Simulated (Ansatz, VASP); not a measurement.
**Two plane-wave programs on Ta2N**

```
CELL_PARAMETERS angstrom
3.10114 0.00000 0.00000
-1.55057 2.68567 0.00000
0.00000 0.00000 4.88189
ATOMIC_POSITIONS crystal
Ta 0.66667 0.33333 0.74491
Ta 0.33333 0.66667 0.25509
N 0.00000 0.00000 0.00000
```

Alike in both runs: functional PBE; k mesh 18 × 18 × 10; occupations gaussian, width 0.1 eV; no spin polarisation.

Ansatz relaxed the structure, and its values are those at the end. VASP's run is a single point on that final structure, the one shown.

```csv
,VASP,Ansatz
version,VASP 6.6.1,Ansatz 0.2.0
potentials or method,"VASP PAW PBE potentials, release 64 (Ta_pv, N), cutoff 520 eV","scalar-relativistic, plane waves, PAW"
valence electrons in the cell,27,31
```

```csv
,VASP,Ansatz,Ansatz less VASP
gap on the k mesh at the Fermi level (eV),none,none,-
pressure (GPa),0.4,0.0,-0.44
rms of the force components (eV/Å),0.021,0.001,-0.0205
```

A gap of «none» marks a metal or a gap that the smearing closes. The functional is the same, so the differences come from potentials, cutoffs and numerics. VASP's potentials hold 27 valence electrons a cell and Ansatz's 31, so a difference there can come from the potentials and not from the codes.

Neither program's run includes spin-orbit coupling.
